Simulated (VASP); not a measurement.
# SrTiO3 (Pm-3m) in VASP: a series of runs

The runs below take SrTiO3 through relaxation of cell and atoms, with r2SCAN+U.

Everything below comes from runs of VASP 6.6.1. Logs are shortened: lines on timing, memory, paths and dates and some standing lists are left out, and cuts for length are marked.

### Step 1. The cell of the first run

The structure is cubic, space group Pm-3m (No. 221). Conventional cell: a = 3.913 Å, b = 3.913 Å, c = 3.913 Å, α = 90.00°, β = 90.00°, γ = 90.00°. Sr (site symmetry m-3m) has 12 O at 2.77 Å and 8 Ti at 3.39 Å within 3.6 Å. Within 2.6 Å of Ti (site symmetry m-3m) lie 6 O at 1.96 Å. Within 2.6 Å of O (site symmetry 4/mmm) lie 2 Ti at 1.96 Å.

### Step 2. Relaxation of cell and atoms, r2SCAN+U

POSCAR

```
SrTiO3
1.0
    3.9127013100      0.0000000000      0.0000000000
    0.0000000000      3.9127013100      0.0000000000
    0.0000000000      0.0000000000      3.9127013100
Sr Ti O
1 1 3
Direct
    0.0000000000      0.0000000000      0.0000000000
    0.5000000000      0.5000000000      0.5000000000
    0.5000000000      0.0000000000      0.5000000000
    0.5000000000      0.5000000000      0.0000000000
    0.0000000000      0.5000000000      0.5000000000
```

INCAR.step1

```
SYSTEM = SrTiO3
PREC = Accurate
ENCUT = 600
ISMEAR = 0
SIGMA = 0.02
LREAL = .False.
LASPH = .True.
NELM = 150
LMAXMIX = 4
LDAU = .True.
LDAUTYPE = 2
LDAUL = -1 2 -1
LDAUU = 0 4 0
LDAUJ = 0 0 0
GGA = PE
ALGO = Normal
EDIFF = 1E-4
LWAVE = .True.
LCHARG = .False.
```

INCAR.step2

```
SYSTEM = SrTiO3
PREC = Accurate
ENCUT = 600
EDIFF = 1E-6
ISMEAR = 0
SIGMA = 0.02
LREAL = .False.
LASPH = .True.
NELM = 150
ALGO = Normal
ISIF = 3
LWAVE = .False.
LCHARG = .False.
LMAXMIX = 4
LDAU = .True.
LDAUTYPE = 2
LDAUL = -1 2 -1
LDAUU = 0 4 0
LDAUJ = 0 0 0
LDAUPRINT = 1
METAGGA = R2SCAN
LMIXTAU = .True.
IBRION = 2
NSW = 100
EDIFFG = -0.005
ISTART = 1
```

KPOINTS

```
regular mesh
0
Gamma
  6 6 6
  0 0 0
```

Potentials or basis: VASP PAW PBE potentials, release 64 (Sr_sv, Ti_sv, O).

The run is started by

```
$ cat potpaw_PBE.64/Sr_sv/POTCAR potpaw_PBE.64/Ti_sv/POTCAR potpaw_PBE.64/O/POTCAR > POTCAR
$ cp INCAR.step1 INCAR
$ mpirun -np 1 vasp_std > vasp.out
$ cp INCAR.step2 INCAR
$ mpirun -np 1 vasp_std > vasp.out
```

OUTCAR:

```text
SYSTEM = SrTiO3
   PREC = Accurate
   ENCUT = 600
   EDIFF = 1E-6
   ISMEAR = 0
   LREAL = .False.
   LASPH = .True.
   NELM = 150
   ISIF = 3
   METAGGA = R2SCAN
   IBRION = 2
   NSW = 100
   EDIFFG = -0.005
   ISTART = 1

 ion  position               nearest neighbor table
   1  0.000  0.000  0.000-   3 2.77   4 2.77   5 2.77   3 2.77   5 2.77   4 2.77   5 2.77   5 2.77
                             3 2.77   4 2.77   3 2.77   4 2.77   2 3.39   2 3.39   2 3.39   2 3.39
   2  0.500  0.500  0.500-   3 1.96   4 1.96   5 1.96   4 1.96   3 1.96   5 1.96   1 3.39   1 3.39
                             1 3.39   1 3.39   1 3.39   1 3.39   1 3.39   1 3.39
   3  0.500  0.000  0.500-   2 1.96   2 1.96   1 2.77   1 2.77   1 2.77   1 2.77
   4  0.500  0.500  0.000-   2 1.96   2 1.96   1 2.77   1 2.77   1 2.77   1 2.77
   5  0.000  0.500  0.500-   2 1.96   2 1.96   1 2.77   1 2.77   1 2.77   1 2.77

  LATTYP: Found a simple cubic cell.
 ALAT       =     3.9127013100

  Lattice vectors:

 A1 = (   3.9127013100,   0.0000000000,   0.0000000000)
 A2 = (   0.0000000000,   3.9127013100,   0.0000000000)
 A3 = (   0.0000000000,   0.0000000000,   3.9127013100)

Analysis of symmetry for initial positions (statically):
=====================================================================
 Subroutine PRICEL returns:
 Original cell was already a primitive cell.

 Routine SETGRP: Setting up the symmetry group for a
 simple cubic supercell.

 Subroutine GETGRP returns: Found 48 space group operations
 (whereof 48 operations were pure point group operations)
 out of a pool of 48 trial point group operations.

The static configuration has the point symmetry O_h .

Analysis of symmetry for dynamics (positions and initial velocities):
=====================================================================
 Subroutine PRICEL returns:
 Original cell was already a primitive cell.

 Routine SETGRP: Setting up the symmetry group for a
 simple cubic supercell.

 Subroutine GETGRP returns: Found 48 space group operations
 (whereof 48 operations were pure point group operations)
 out of a pool of 48 trial point group operations.

The dynamic configuration has the point symmetry O_h .

 Subroutine INISYM returns: Found 48 space group operations
 (whereof 48 operations are pure point group operations),
 and found     1 'primitive' translations

----------------------------------------------------------------------------------------

                                     Primitive cell

  volume of cell :      59.9005

  direct lattice vectors                    reciprocal lattice vectors
     3.912701310  0.000000000  0.000000000     0.255577904  0.000000000  0.000000000
     0.000000000  3.912701310  0.000000000     0.000000000  0.255577904  0.000000000
     0.000000000  0.000000000  3.912701310     0.000000000  0.000000000  0.255577904

  length of vectors
     3.912701310  3.912701310  3.912701310     0.255577904  0.255577904  0.255577904

  position of ions in fractional coordinates (direct lattice)
     0.000000000  0.000000000  0.000000000
     0.500000000  0.500000000  0.500000000
     0.500000000  0.000000000  0.500000000
     0.500000000  0.500000000  0.000000000
     0.000000000  0.500000000  0.500000000

  ion indices of the primitive-cell ions
   primitive index   ion index
                 1           1
                 2           2
                 3           3
                 4           4
                 5           5

----------------------------------------------------------------------------------------

 KPOINTS: regular mesh

Automatic generation of k-mesh.
[... 45 lines left out ...]
   total plane-waves  NPLWV =  32768
   dimension x,y,z NGX =    32 NGY =   32 NGZ =   32
   dimension x,y,z NGXF=    64 NGYF=   64 NGZF=   64
   ions per type =               1   1   3
   NGX,Y,Z   is equivalent  to a cutoff of  13.60, 13.60, 13.60 a.u.
   NGXF,Y,Z  is equivalent  to a cutoff of  27.19, 27.19, 27.19 a.u.
 SYSTEM =  SrTiO3
   PREC   = accura    normal or accurate (medium, high low for compatibility)
   ISTART =      1    job   : 0-new  1-cont  2-samecut
   ICHARG =      0    charge: 1-file 2-atom 10-const
   ISPIN  =      1    spin polarized calculation?
   LNONCOLLINEAR =      F non collinear calculations
   LSORBIT =      F    spin-orbit coupling
   LASPH  =      T    aspherical Exc in radial PAW
   ENCUT  =  600.0 eV  44.10 Ry    6.64 a.u.   7.81  7.81  7.81*2*pi/ulx,y,z
   NELM   =    150;   NELMIN=  2; NELMDL=  0     # of ELM steps
   EDIFF  = 0.1E-05   stopping-criterion for ELM
   LREAL  =      F    real-space projection
   EDIFFG = -.5E-02   stopping-criterion for IOM
   NSW    =    100    number of steps for IOM
   IBRION =      2    ionic relax: 0-MD 1-quasi-New 2-CG
   NFREE  =      1    steps in history (QN), initial steepest desc. (CG)
   ISIF   =      3    stress and relaxation
   ISYM   =      2    0-nonsym 1-usesym 2-fastsym
   POTIM  = 0.5000    time-step for ionic-motion
   TEBEG  =    0.0;   TEEND  =   0.0 temperature during run
   PSTRESS=    0.0 pullay stress
   NELECT =      40.0000    total number of electrons
   NUPDOWN=      -1.0000    fix difference up-down
   EMIN   =  10.00;   EMAX   =-10.00  energy-range for DOS
   EFERMI =   0.00;   METHOD = LEGACY
   ISMEAR =     0;   SIGMA  =   0.02  broadening in eV -4-tet -1-fermi 0-gaus
   EFERMI_NEDOS =   21; number of points for ismear=-14 and -15
   IALGO  =     38    algorithm
   IMIX   =      4    mixing-type and parameters
     AMIX     =   0.40;   BMIX     =  1.00
     AMIX_MAG =   1.60;   BMIX_MAG =  1.00
  volume/ion in A,a.u.               =      11.98        80.85
  Fermi-wavevector in a.u.,A,eV,Ry     =   1.430929  2.704064 27.858721  2.047558
  Thomas-Fermi vector in A             =   2.550721
   LORBIT       =      0    0 simple, 1 ext, 2 COOP (PROOUT), +10 PAW based schemes
 LDA+U is selected, type is set to LDAUTYPE =  2
   angular momentum for each species LDAUL =    -1    2   -1
   U (eV)           for each species LDAUU =   0.0  4.0  0.0
   J (eV)           for each species LDAUJ =   0.0  0.0  0.0
   METAGGA = R2SCAN    functional components
   LHFCALC =     F    Hartree Fock is set to
   AEXX    =    0.0000 exact exchange contribution
   IVDW    =     0    specifies the selected vdW correction
   LEPSILON=     F    determine dielectric tensor
   LRPA    =     F    only Hartree local field effects (RPA)
 conjugate gradient relaxation of ions
 non-spin polarized calculation
 Gauss-broadening in eV      SIGMA  =   0.02
  energy-cutoff  :      600.00
  volume of cell :       59.90
 maximum number of plane-waves:      2016
 NGX is ok and might be reduce to    32
   NGX = 15   NGY = 15   NGZ = 15

--------------------------------------- Ionic step        1  -------------------------------------------

 number of electron      39.9999977 magnetization

 Free energy of the ion-electron system (eV)
  ---------------------------------------------------
  ext. energy  EPLUGINS =         0.00000000
  ---------------------------------------------------
  free energy    TOTEN  =       -60.70407053 eV

  energy without entropy =      -60.70407053  energy(sigma->0) =      -60.70407053

------------------------ aborting loop because EDIFF is reached ----------------------------------------

  FORCE on cell =-STRESS in cart. coord.  units (eV):
  Direction    XX          YY          ZZ          XY          YZ          ZX
  --------------------------------------------------------------------------------------
  -------------------------------------------------------------------------------------
  Total        1.4149731      1.4149731      1.4149731     -0.0000000     -0.0000000      0.0000000
  in kB       37.8467581     37.8467581     37.8467581     -0.0000000     -0.0000000      0.0000000
  external PRESSURE =      37.8467581 kB  Pullay stress =       0.0000000 kB
[... 59 lines left out ...]
  FREE ENERGIE OF THE ION-ELECTRON SYSTEM (eV)
  ---------------------------------------------------
  free  energy   TOTEN  =       -60.7031568488 eV

  energy  without entropy=      -60.7031568488  energy(sigma->0) =      -60.70315685

atom =   2  type =  2  l = 2

 onsite density matrix

spin component  1

  0.0938  0.0000  0.0000 -0.0000  0.0000
  0.0000  0.0938 -0.0000 -0.0000  0.0000
  0.0000 -0.0000  0.2452 -0.0000 -0.0000
 -0.0000 -0.0000 -0.0000  0.0938  0.0000
  0.0000  0.0000 -0.0000  0.0000  0.2452

spin component  2

  0.0938  0.0000  0.0000 -0.0000  0.0000
  0.0000  0.0938 -0.0000 -0.0000  0.0000
  0.0000 -0.0000  0.2452 -0.0000 -0.0000
 -0.0000 -0.0000 -0.0000  0.0938  0.0000
  0.0000  0.0000 -0.0000  0.0000  0.2452

 occupancies and eigenvectors

  o =  0.0938  v =  0.0000 -0.7315  0.0000 -0.6819  0.0000  0.0000  0.0000  0.0000  0.0000  0.0000      0.0000  0.0000  0.0000  0.0000  0.0000  0.0000  0.0000  0.0000  0.0000  0.0000
  o =  0.0938  v =  0.0000  0.0000  0.0000  0.0000  0.0000  0.0000 -0.7315  0.0000 -0.6819  0.0000      0.0000  0.0000  0.0000  0.0000  0.0000  0.0000  0.0000  0.0000  0.0000  0.0000
  o =  0.0938  v =  0.0000 -0.6819  0.0000  0.7315 -0.0000  0.0000  0.0000  0.0000  0.0000  0.0000      0.0000  0.0000  0.0000  0.0000  0.0000  0.0000  0.0000  0.0000  0.0000  0.0000
  o =  0.0938  v =  0.0000  0.0000  0.0000  0.0000  0.0000  0.0000 -0.6819  0.0000  0.7315 -0.0000      0.0000  0.0000  0.0000  0.0000  0.0000  0.0000  0.0000  0.0000  0.0000  0.0000
  o =  0.0938  v =  1.0000  0.0000  0.0000  0.0000  0.0000  0.0000  0.0000  0.0000  0.0000  0.0000      0.0000  0.0000  0.0000  0.0000  0.0000  0.0000  0.0000  0.0000  0.0000  0.0000
  o =  0.0938  v =  0.0000  0.0000  0.0000  0.0000  0.0000  1.0000  0.0000  0.0000  0.0000  0.0000      0.0000  0.0000  0.0000  0.0000  0.0000  0.0000  0.0000  0.0000  0.0000  0.0000
  o =  0.2452  v =  0.0000  0.0000  0.0000  0.0000  0.0000  0.0000  0.0000  0.9994 -0.0000 -0.0335      0.0000  0.0000  0.0000  0.0000  0.0000  0.0000  0.0000  0.0000  0.0000  0.0000
  o =  0.2452  v =  0.0000  0.0000  0.9994 -0.0000 -0.0335  0.0000  0.0000  0.0000  0.0000  0.0000      0.0000  0.0000  0.0000  0.0000  0.0000  0.0000  0.0000  0.0000  0.0000  0.0000
  o =  0.2452  v =  0.0000  0.0000  0.0000  0.0000  0.0000  0.0000 -0.0000 -0.0335 -0.0000 -0.9994      0.0000  0.0000  0.0000  0.0000  0.0000  0.0000  0.0000  0.0000  0.0000  0.0000
  o =  0.2452  v =  0.0000 -0.0000 -0.0335 -0.0000 -0.9994  0.0000  0.0000  0.0000  0.0000  0.0000      0.0000  0.0000  0.0000  0.0000  0.0000  0.0000  0.0000  0.0000  0.0000  0.0000

--------------------------------------- Ionic step        3  -------------------------------------------

 number of electron      39.9999974 magnetization

 Free energy of the ion-electron system (eV)
  ---------------------------------------------------
  ext. energy  EPLUGINS =         0.00000000
  ---------------------------------------------------
  free energy    TOTEN  =       -60.71809346 eV

  energy without entropy =      -60.71809346  energy(sigma->0) =      -60.71809346

 E-fermi :   3.8938     XC(G=0): -11.7919

 val. band max:        3.7689923811   @ k =   0.5000   0.5000   0.5000
 cond. band min:       6.5655074285   @ k =   0.0000   0.0000   0.0000
 fundamental gap:      2.7965150474
 Fermi energy:         3.8937551839

 k-point     1 :       0.0000    0.0000    0.0000
  band No.  band energies     occupation
      1     -56.0388      2.00000
      2     -31.1674      2.00000
      3     -31.1674      2.00000
      4     -31.1674      2.00000
      5     -30.1791      2.00000
      6     -14.6154      2.00000
[... 561 lines left out ...]
  FREE ENERGIE OF THE ION-ELECTRON SYSTEM (eV)
  ---------------------------------------------------
  free  energy   TOTEN  =       -60.7180934645 eV

  energy  without entropy=      -60.7180934645  energy(sigma->0) =      -60.71809346

 reached required accuracy - stopping structural energy minimisation
```

It took 5.9 min on 1 thread of Intel Xeon 8259CL, shared host; peak memory 0.2 GiB.

Results:

* Free energy: -60.7181 eV
* Relaxed volume: 12.22 Å³/atom
* Relaxed cell: a = 3.939 Å, b = 3.939 Å, c = 3.939 Å, α = 90.00°, β = 90.00°, γ = 90.00°
* Space group after relaxing (to 0.1 Å): Pm-3m (No. 221)
* Energy gained by relaxing: 2.8 meV/atom
* Ionic steps: 3
* Pressure after relaxing: 0.0 GPa
* Band gap on the k mesh: 2.80 eV (least direct gap 3.25 eV)

Step by step:
```
step  energy change (eV)  largest force (eV/Å)  pressure (GPa)  volume (Å³)
   1              0.0000                0.0000            3.78        59.90
   2              0.0009                0.0000           -3.66        62.39
   3             -0.0140                0.0000            0.00        61.11
```

Final structure:
```
Sr Ti O
1.0
     3.93883    0.00000    0.00000
     0.00000    3.93883    0.00000
     0.00000    0.00000    3.93883
Sr Ti O
1 1 3
Direct
  0.00000 0.00000 0.00000
  0.50000 0.50000 0.50000
  0.50000 0.00000 0.50000
  0.50000 0.50000 0.00000
  0.00000 0.50000 0.50000
```

Levels at points of the mesh, in eV from the valence-band top:
```csv
k point,band 16,band 17,band 18,band 19,band 20,band 21,band 22,band 23,band 24
"(0.00, 0.00, 0.00)",-1.18,-1.18,-0.45,-0.45,-0.45,2.80,2.80,2.80,4.48
"(0.50, 0.00, 0.00)",-2.20,-2.20,-1.95,-0.84,-0.84,2.98,4.49,4.57,4.57
"(0.50, 0.50, 0.00)",-2.68,-1.96,-1.60,-1.60,-0.09,4.59,4.59,5.08,5.43
"(0.50, 0.50, 0.50)",-3.63,-3.63,0.00,0.00,0.00,5.27,5.27,5.27,7.48
```

Eigenvalues of the final occupation matrices:
| site | spin | trace | eigenvalues |
| --- | --- | --- | --- |
| site 2 d | 1 | 0.77 | 0.09 0.09 0.09 0.25 0.25 |
| site 2 d | 2 | 0.77 | 0.09 0.09 0.09 0.25 0.25 |

Caveat: the PAW data sets were made with another functional, which shifts forces and pressure a little. A k mesh can miss the band edges.

### Step 3. Relaxation of cell and atoms, r2SCAN+U, target pressure 3 GPa, at which the enthalpy is minimised

This run uses another cell than the first one, of 11.69 Å³/atom.

POSCAR: that of step 2 with these lines changed.

```diff
@@ -2,5 +2,5 @@
 1.0
-    3.9127013100      0.0000000000      0.0000000000
-    0.0000000000      3.9127013100      0.0000000000
-    0.0000000000      0.0000000000      3.9127013100
+    3.8813895997      0.0000000000      0.0000000000
+    0.0000000000      3.8813895997      0.0000000000
+    0.0000000000      0.0000000000      3.8813895997
 Sr Ti O
```

INCAR.step1

```
PREC = Accurate ; ENCUT = 600
ISMEAR = 0 ; SIGMA = 0.02
LREAL = F ; LASPH = T
NELM = 150 ; LMAXMIX = 4
LDAU = T ; LDAUTYPE = 2
LDAUL = -1 2 -1 ; LDAUU = 0 4 0
LDAUJ = 0 0 0 ; GGA = PE
ALGO = Normal ; EDIFF = 1E-4
LWAVE = T ; LCHARG = F
```

INCAR.step2

```
PREC = Accurate ; ENCUT = 600
EDIFF = 1E-7 ; ISMEAR = 0
SIGMA = 0.02 ; LREAL = F
LASPH = T ; NELM = 150
ALGO = Normal ; ISIF = 3
LWAVE = F ; LCHARG = F
LMAXMIX = 4 ; LDAU = T
LDAUTYPE = 2 ; LDAUL = -1 2 -1
LDAUU = 0 4 0 ; LDAUJ = 0 0 0
LDAUPRINT = 1 ; METAGGA = R2SCAN
LMIXTAU = T ; IBRION = 2
NSW = 70 ; EDIFFG = -0.008
PSTRESS = 30.0 ; ISTART = 1
```

KPOINTS

```
Automatic mesh
0
Gamma
  6 6 6
```

Potentials or basis: VASP PAW PBE potentials, release 64 (Sr_sv, Ti_sv, O).

The run is started by

```
$ cat potpaw_PBE.64/Sr_sv/POTCAR potpaw_PBE.64/Ti_sv/POTCAR potpaw_PBE.64/O/POTCAR > POTCAR
$ cp INCAR.step1 INCAR
$ mpirun -np 1 vasp_std > vasp.out
$ cp INCAR.step2 INCAR
$ mpirun -np 1 vasp_std > vasp.out
```

Run time: 9.9 min. Hardware: 1 thread of Oxide Virtual Turin-like, shared host; peak memory 0.19 GiB.

Results (log left out):

```yaml
Free_energy: -60.7062 eV
Relaxed_volume: 12.03 Å³/atom
Relaxed_cell: a = 3.918 Å, b = 3.918 Å, c = 3.918 Å, α = 90.00°, β = 90.00°, γ = 90.00°
Space_group_after_relaxing_to_0.1_Å: Pm-3m (No. 221)
Energy_change_on_relaxing_the_run_minimises_the_enthalpy: -12.3 meV/atom
Ionic_steps: 3
Pressure_after_relaxing: 3.0 GPa
Band_gap_on_the_k_mesh: 2.84 eV (least direct gap 3.28 eV)
```

Step by step:
```csv
step,energy change (eV),largest force (eV/Å),pressure (GPa),volume (Å³)
1,0.0000,0.0000,8.90,58.47
2,-0.0597,0.0000,-3.11,62.20
3,-0.0617,0.0000,2.97,60.16
```

Final structure:
```
Sr Ti O
1.0
     3.91840    0.00000    0.00000
     0.00000    3.91840    0.00000
     0.00000    0.00000    3.91840
Sr Ti O
1 1 3
Cartesian
  0.0000 0.0000 0.0000
  1.9592 1.9592 1.9592
  1.9592 0.0000 1.9592
  1.9592 1.9592 0.0000
  0.0000 1.9592 1.9592
```

Levels at points of the mesh, in eV from the valence-band top:
```tsv
k point	band 18	band 19	band 20	band 21	band 22	band 23
(0.00, 0.00, 0.00)	-0.45	-0.45	-0.45	2.84	2.84	2.84
(0.50, 0.00, 0.00)	-1.99	-0.84	-0.84	3.03	4.60	4.67
(0.50, 0.50, 0.00)	-1.62	-1.62	-0.09	4.68	4.68	5.18
(0.50, 0.50, 0.50)	0.00	0.00	0.00	5.39	5.39	5.39
```

Eigenvalues of the final occupation matrices:
| site | spin | trace | eigenvalues |
| --- | --- | --- | --- |
| site 2 d | 1 | 0.78 | 0.09 0.09 0.09 0.25 0.25 |
| site 2 d | 2 | 0.78 | 0.09 0.09 0.09 0.25 0.25 |

Caveat: the cell is relaxed towards a set pressure, so the run minimises the enthalpy, not the energy; the PAW data sets were made with another functional, which shifts forces and pressure a little. A k mesh can miss the band edges.

[end of part 1 of 2]
